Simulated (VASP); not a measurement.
# Si3N4 (P6_3/m) in VASP: settings compared

The runs below take Si3N4 through electric field gradients, with PBE, r2SCAN.

All numbers are computed with VASP 6.6.1; they aren't measurements. Logs are shortened: lines on timing, memory, paths and dates and some standing lists are left out, and cuts for length are marked.

### Step 1. The cell of the first run

Symmetry: P6_3/m, No. 176, hexagonal system. The conventional cell has a = 7.627 Å, b = 7.627 Å, c = 2.918 Å, α = 90.00°, β = 90.00°, γ = 120.00°. Si (site symmetry m) has 4 N at 1.68 to 1.76 Å within 2.2 Å. Within 2.2 Å of N (site symmetry -6) lie 3 Si at 1.68 Å. N (site symmetry m) has 3 Si at 1.76 Å within 2.3 Å.

### Step 2. Electric field gradients, PBE

INCAR

```
SYSTEM = Si3N4
PREC = Accurate
ENCUT = 520
EDIFF = 1E-8
ISMEAR = -1
SIGMA = 0.02
LREAL = .FALSE.
LASPH = .TRUE.
NELM = 80
ALGO = Normal
ISIF = 2
LWAVE = .FALSE.
LCHARG = .FALSE.
GGA = PE
LEFG = .TRUE.
NBANDS = 45
```

KPOINTS

```
Automatic mesh
0
G
  4 4 9
  0 0 0
```

POSCAR

```
Si3N4
1.0
    7.6272000000      0.0000000000      0.0000000000
   -3.8136000000      6.6053489597      0.0000000000
    0.0000000000      0.0000000000      2.9182000000
Si N
6 8
Direct
    0.1842000000      0.7704000000      0.2500000000
    0.4138000000      0.1842000000      0.7500000000
    0.2296000000      0.4138000000      0.2500000000
    0.8158000000      0.2296000000      0.7500000000
    0.5862000000      0.8158000000      0.2500000000
    0.7704000000      0.5862000000      0.7500000000
    0.3333333333      0.6666666667      0.2500000000
    0.6666666667      0.3333333333      0.7500000000
    0.3399000000      0.0357000000      0.2500000000
    0.3042000000      0.3399000000      0.7500000000
    0.9643000000      0.3042000000      0.2500000000
    0.6601000000      0.9643000000      0.7500000000
    0.6958000000      0.6601000000      0.2500000000
    0.0357000000      0.6958000000      0.7500000000
```

Potentials or basis: VASP PAW PBE potentials, release 64 (Si, N).

Started as:

```console
> cat potpaw_PBE.64/Si/POTCAR potpaw_PBE.64/N/POTCAR > POTCAR
> mpirun -np 1 vasp_std > vasp.out
```

OUTCAR:

```text
SYSTEM = Si3N4
   PREC = Accurate
   ENCUT = 520
   EDIFF = 1E-8
   ISMEAR = -1
   LREAL = .FALSE.
   LASPH = .TRUE.
   NELM = 80
   ISIF = 2
   GGA = PE

 ion  position               nearest neighbor table
   1  0.184  0.770  0.250-   7 1.68  14 1.76  14 1.76   9 1.76   3 2.91   5 2.91   2 3.10   2 3.10
                             6 3.10   6 3.10
   2  0.414  0.184  0.750-   8 1.68   9 1.76   9 1.76  10 1.76   6 2.91   4 2.91   1 3.10   1 3.10
                             3 3.10   3 3.10
   3  0.230  0.414  0.250-   7 1.68  10 1.76  10 1.76  11 1.76   5 2.91   1 2.91   2 3.10   2 3.10
                             4 3.10   4 3.10
   4  0.816  0.230  0.750-   8 1.68  11 1.76  11 1.76  12 1.76   6 2.91   2 2.91   5 3.10   5 3.10
                             3 3.10   3 3.10
   5  0.586  0.816  0.250-   7 1.68  12 1.76  12 1.76  13 1.76   3 2.91   1 2.91   4 3.10   4 3.10
                             6 3.10   6 3.10
   6  0.770  0.586  0.750-   8 1.68  13 1.76  13 1.76  14 1.76   2 2.91   4 2.91   5 3.10   5 3.10
                             1 3.10   1 3.10
   7  0.333  0.667  0.250-   1 1.68   5 1.68   3 1.68
   8  0.667  0.333  0.750-   4 1.68   2 1.68   6 1.68
   9  0.340  0.036  0.250-   2 1.76   2 1.76   1 1.76
  10  0.304  0.340  0.750-   3 1.76   3 1.76   2 1.76
  11  0.964  0.304  0.250-   4 1.76   4 1.76   3 1.76
  12  0.660  0.964  0.750-   5 1.76   5 1.76   4 1.76
  13  0.696  0.660  0.250-   6 1.76   6 1.76   5 1.76
  14  0.036  0.696  0.750-   1 1.76   1 1.76   6 1.76

  LATTYP: Found a hexagonal cell.
 ALAT       =     7.6272000000
 C/A-ratio  =     0.3826043633

  Lattice vectors:

 A1 = (   7.6272000000,   0.0000000000,   0.0000000000)
 A2 = (  -3.8136000000,   6.6053489597,   0.0000000000)
 A3 = (   0.0000000000,   0.0000000000,   2.9182000000)

Analysis of symmetry for initial positions (statically):
=====================================================================
 Subroutine PRICEL returns:
 Original cell was already a primitive cell.

 Routine SETGRP: Setting up the symmetry group for a
 hexagonal supercell.

 Subroutine GETGRP returns: Found 12 space group operations
 (whereof  6 operations were pure point group operations)
 out of a pool of 24 trial point group operations.

The static configuration has the point symmetry S_6 .
 The point group associated with its full space group is C_6h.

Analysis of symmetry for dynamics (positions and initial velocities):
=====================================================================
 Subroutine PRICEL returns:
 Original cell was already a primitive cell.

 Routine SETGRP: Setting up the symmetry group for a
 hexagonal supercell.

 Subroutine GETGRP returns: Found 12 space group operations
 (whereof  6 operations were pure point group operations)
 out of a pool of 24 trial point group operations.

The dynamic configuration has the point symmetry S_6 .
 The point group associated with its full space group is C_6h.

 Subroutine INISYM returns: Found 12 space group operations
 (whereof  6 operations are pure point group operations),
 and found     1 'primitive' translations

----------------------------------------------------------------------------------------

                                     Primitive cell

  volume of cell :     147.0198

  direct lattice vectors                    reciprocal lattice vectors
     7.627200000  0.000000000  0.000000000     0.131109713  0.075696228  0.000000000
    -3.813600000  6.605348960  0.000000000     0.000000000  0.151392456  0.000000000
     0.000000000  0.000000000  2.918200000     0.000000000  0.000000000  0.342676993

  length of vectors
     7.627200000  7.627200000  2.918200000     0.151392456  0.151392456  0.342676993

  position of ions in fractional coordinates (direct lattice)
     0.184200000  0.770400000  0.250000000
     0.413800000  0.184200000  0.750000000
     0.229600000  0.413800000  0.250000000
     0.815800000  0.229600000  0.750000000
     0.586200000  0.815800000  0.250000000
     0.770400000  0.586200000  0.750000000
     0.333333333  0.666666667  0.250000000
     0.666666667  0.333333333  0.750000000
     0.339900000  0.035700000  0.250000000
     0.304200000  0.339900000  0.750000000
     0.964300000  0.304200000  0.250000000
     0.660100000  0.964300000  0.750000000
     0.695800000  0.660100000  0.250000000
     0.035700000  0.695800000  0.750000000

  ion indices of the primitive-cell ions
   primitive index   ion index
                 1           1
                 2           2
                 3           3
                 4           4
                 5           5
                 6           6
                 7           7
                 8           8
[... 83 lines left out ...]
   PSTRESS=    0.0 pullay stress
   NELECT =      64.0000    total number of electrons
   NUPDOWN=      -1.0000    fix difference up-down
   EMIN   =  10.00;   EMAX   =-10.00  energy-range for DOS
   EFERMI =   0.00;   METHOD = LEGACY
   ISMEAR =    -1;   SIGMA  =   0.02  broadening in eV -4-tet -1-fermi 0-gaus
   EFERMI_NEDOS =   21; number of points for ismear=-14 and -15
   IALGO  =     38    algorithm
   IMIX   =      4    mixing-type and parameters
     AMIX     =   0.40;   BMIX     =  1.00
     AMIX_MAG =   1.60;   BMIX_MAG =  1.00
  volume/ion in A,a.u.               =      10.50        70.87
  Fermi-wavevector in a.u.,A,eV,Ry     =   1.240727  2.344634 20.944850  1.539403
  Thomas-Fermi vector in A             =   2.375155
   LORBIT       =      0    0 simple, 1 ext, 2 COOP (PROOUT), +10 PAW based schemes
   GGA     = PE    functional components
   LHFCALC =     F    Hartree Fock is set to
   AEXX    =    0.0000 exact exchange contribution
   IVDW    =     0    specifies the selected vdW correction
   LEPSILON=     F    determine dielectric tensor
   LRPA    =     F    only Hartree local field effects (RPA)
 non-spin polarized calculation
  energy-cutoff  :      520.00
  volume of cell :      147.02
 maximum number of plane-waves:      3988
 NGX is ok and might be reduce to    60
   NGX = 29   NGY = 29   NGZ = 11

 number of electron      63.9999995 magnetization

 Free energy of the ion-electron system (eV)
  ---------------------------------------------------
  ext. energy  EPLUGINS =         0.00000000
  ---------------------------------------------------
  free energy    TOTEN  =      -114.08214474 eV

  energy without entropy =     -114.08214474  energy(sigma->0) =     -114.08214474

 E-fermi :   7.1531     XC(G=0): -10.7469

 val. band max:        6.7260632001   @ k =   0.0000   0.0000   0.2222
 cond. band min:      11.0347472813   @ k =   0.0000   0.0000   0.0000
 fundamental gap:      4.3086840812
 Fermi energy:         7.1531116144

 k-point     1 :       0.0000    0.0000    0.0000
  band No.  band energies     occupation
      1     -11.6103      2.00000
      2     -10.1219      2.00000
      3      -9.7736      2.00000
      4      -9.7736      2.00000
      5      -9.1646      2.00000
      6      -9.1646      2.00000
[... 929 lines left out ...]
     43      14.5134      0.00000
     44      14.6097      0.00000
 [bands above 44 left out]

------------------------ aborting loop because EDIFF is reached ----------------------------------------

  FORCE on cell =-STRESS in cart. coord.  units (eV):
  Direction    XX          YY          ZZ          XY          YZ          ZX
  --------------------------------------------------------------------------------------
  -------------------------------------------------------------------------------------
  Total        6.1259573      6.1259573     -0.8303828      0.0000001      0.0000000      0.0000000
  in kB       66.7588111     66.7588111     -9.0492577      0.0000013      0.0000000      0.0000000
  external PRESSURE =      41.4894549 kB  Pullay stress =       0.0000000 kB

 VOLUME and BASIS-vectors are now :
 -----------------------------------------------------------------------------
  energy-cutoff  :      520.00
  volume of cell :      147.02
      direct lattice vectors                 reciprocal lattice vectors
     7.627200000  0.000000000  0.000000000     0.131109713  0.075696228  0.000000000
    -3.813600000  6.605348960  0.000000000     0.000000000  0.151392456  0.000000000
     0.000000000  0.000000000  2.918200000     0.000000000  0.000000000  0.342676993

 POSITION                                       TOTAL-FORCE (eV/Angst)
 -----------------------------------------------------------------------------------
     -1.53307      5.08876      0.72955        -2.120248      0.749657      0.000000
      2.45367      1.21671      2.18865        -1.709346     -1.461360      0.000000
      0.17314      2.73329      0.72955         0.410902     -2.211018     -0.000000
      5.34667      1.51659      2.18865         2.120248     -0.749657     -0.000000
      1.35993      5.38864      0.72955         1.709346      1.461360     -0.000000
      3.64046      3.87206      2.18865        -0.410902      2.211018      0.000000
     -0.00000      4.40357      0.72955        -0.000000      0.000000      0.000000
      3.81360      2.20178      2.18865        -0.000000      0.000000     -0.000000
      2.45634      0.23581      0.72955        -0.349945     -0.036948     -0.000000
      1.02395      2.24516      2.18865        -0.142975     -0.321535     -0.000000
      6.19481      2.00935      0.72955         0.206970     -0.284588     -0.000000
      1.35726      6.36954      2.18865         0.349945      0.036948      0.000000
      2.78965      4.36019      0.72955         0.142975      0.321535      0.000000
     -2.38121      4.59600      2.18865        -0.206970      0.284588      0.000000
 -----------------------------------------------------------------------------------
    total drift:                                0.000000      0.000000      0.000000

  FREE ENERGIE OF THE ION-ELECTRON SYSTEM (eV)
  ---------------------------------------------------
  free  energy   TOTEN  =      -114.0821447432 eV

  energy  without entropy=     -114.0821447432  energy(sigma->0) =     -114.08214474

 Electric field gradients (V/A^2)
---------------------------------------------------------------------
 ion       V_xx      V_yy      V_zz      V_xy      V_xz      V_yz
---------------------------------------------------------------------
   1     -12.731     8.573     4.158    12.896    -0.000    -0.000
   2      -7.921     3.763     4.158   -15.673     0.000    -0.000
   3      14.416   -18.573     4.158     2.777     0.000     0.000
   4     -12.731     8.573     4.158    12.896     0.000     0.000
   5      -7.921     3.763     4.158   -15.673    -0.000    -0.000
   6      14.416   -18.573     4.158     2.777    -0.000     0.000
   7      19.323    19.323   -38.646     0.000     0.000    -0.000
   8      19.323    19.323   -38.646     0.000     0.000    -0.000
   9     -51.355    26.882    24.473    -0.844     0.000     0.000
  10       8.054   -32.527    24.473   -33.456     0.000     0.000
  11       6.592   -31.065    24.473    34.299    -0.000    -0.000
  12     -51.355    26.882    24.473    -0.844    -0.000     0.000
  13       8.054   -32.527    24.473   -33.456     0.000    -0.000
  14       6.592   -31.065    24.473    34.299     0.000     0.000
---------------------------------------------------------------------

 Electric field gradients after diagonalization (V/A^2)
 (convention: |V_zz| > |V_xx| > |V_yy|)
----------------------------------------------------------------------
 ion       V_xx      V_yy      V_zz     asymmetry (V_yy - V_xx)/ V_zz
----------------------------------------------------------------------
   1      14.648     4.158   -18.805       0.558
   2      14.648     4.158   -18.805       0.558
   3      14.648     4.158   -18.805       0.558
   4      14.648     4.158   -18.805       0.558
   5      14.648     4.158   -18.805       0.558
   6      14.648     4.158   -18.805       0.558
   7      19.324    19.323   -38.646       0.000
   8      19.324    19.323   -38.646       0.000
   9      26.891    24.473   -51.364       0.047
  10      26.892    24.473   -51.365       0.047
  11      26.891    24.473   -51.364       0.047
  12      26.891    24.473   -51.364       0.047
  13      26.892    24.473   -51.365       0.047
  14      26.891    24.473   -51.364       0.047
----------------------------------------------------------------------

           NMR quadrupolar parameters

 Cq : quadrupolar parameter    Cq=e*Q*V_zz/h
 eta: asymmetry parameters     (V_yy - V_xx)/ V_zz
 Q  : nuclear electric quadrupole moment in mb (millibarn)
----------------------------------------------------------------------
 ion       Cq(MHz)       eta       Q (mb)
----------------------------------------------------------------------
   1      -0.045       0.558       1.000
   2      -0.045       0.558       1.000
   3      -0.045       0.558       1.000
   4      -0.045       0.558       1.000
   5      -0.045       0.558       1.000
   6      -0.045       0.558       1.000
   7      -0.093       0.000       1.000
   8      -0.093       0.000       1.000
   9      -0.124       0.047       1.000
  10      -0.124       0.047       1.000
  11      -0.124       0.047       1.000
  12      -0.124       0.047       1.000
  13      -0.124       0.047       1.000
  14      -0.124       0.047       1.000
----------------------------------------------------------------------
```

Run time: 11 min. Hardware: 1 thread of AMD EPYC 7R13, shared host; peak memory 0.28 GiB.

Results:

* Free energy: -114.0821 eV
* Pressure: 4.1 GPa
* Largest force: 2.249 eV/Å
* Band gap on the k mesh: 4.31 eV, indirect (least direct gap 4.56 eV)

Forces in eV/Å, atoms in the order of the input:
```
Si  -2.120  0.750  0.000
Si  -1.709 -1.461  0.000
Si   0.411 -2.211  0.000
Si   2.120 -0.750  0.000
Si   1.709  1.461  0.000
Si  -0.411  2.211  0.000
N    0.000  0.000  0.000
N    0.000  0.000  0.000
N   -0.350 -0.037  0.000
N   -0.143 -0.322  0.000
N    0.207 -0.285  0.000
N    0.350  0.037  0.000
N    0.143  0.322  0.000
N   -0.207  0.285  0.000
```

Electric field gradients, principal values (V/Å²):
```
atom   least  middle  greatest (by size)
1 Si   4.158  14.648             -18.805
2 Si   4.158  14.648             -18.805
3 Si   4.158  14.648             -18.805
4 Si   4.158  14.648             -18.805
5 Si   4.158  14.648             -18.805
6 Si   4.158  14.648             -18.805
 7 N  19.323  19.324             -38.646
 8 N  19.323  19.324             -38.646
 9 N  24.473  26.891             -51.364
10 N  24.473  26.892             -51.365
11 N  24.473  26.891             -51.364
12 N  24.473  26.891             -51.364
13 N  24.473  26.892             -51.365
14 N  24.473  26.891             -51.364
```

Caveat: without QUAD_EFG the Cq values of the log hold for a quadrupole moment of 1 mb, not for the nuclei; forces of over 1 eV/Å act on the atoms, so gaps and moduli don't describe the material at rest. A k mesh can miss the band edges.

[end of part 1 of 2]
